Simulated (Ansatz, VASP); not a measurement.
## WSe2 in VASP and in Ansatz

```
W Se
1.0
     3.20967    0.00000   -0.08580
    -1.60484    2.94204    0.04290
    -0.43078    0.00000   17.17238
W Se
1 2
Direct
  0.99657 0.99313 0.00000
  0.33179 0.67010 0.10163
  0.33831 0.67010 0.89837
```

Alike in both runs: task single point; functional PBE; k mesh 9 × 9 × 2; occupations gaussian, width 0.02 eV; no spin polarisation.

|  | VASP | Ansatz |
| --- | --- | --- |
| version | VASP 6.6.1 | Ansatz 0.2.0 |
| potentials or method | VASP PAW PBE potentials, release 64 (W_sv, Se), cutoff 500 eV | scalar-relativistic, plane waves, PAW |
| valence electrons in the cell | 26 | 46 |

VASP gave:

| Property | Result |
| --- | --- |
| gap on the k mesh at the Fermi level (eV) | 1.49 |
| least direct gap on the mesh (eV) | 1.68 |
| rms of the force components (eV/Å) | 0.607 |

Q: What did Ansatz give for the same quantities?

A: gap on the k mesh at the Fermi level (eV): 1.49; least direct gap on the mesh (eV): 1.69; rms of the force components (eV/Å): 0.615.

Atom by atom the forces differ by 0.018 eV/Å (rms over components). The functional is the same, so the differences come from potentials, cutoffs and numerics. VASP's potentials hold 26 valence electrons a cell and Ansatz's 46, so a difference there can come from the potentials and not from the codes.

Neither program's run includes spin-orbit coupling.
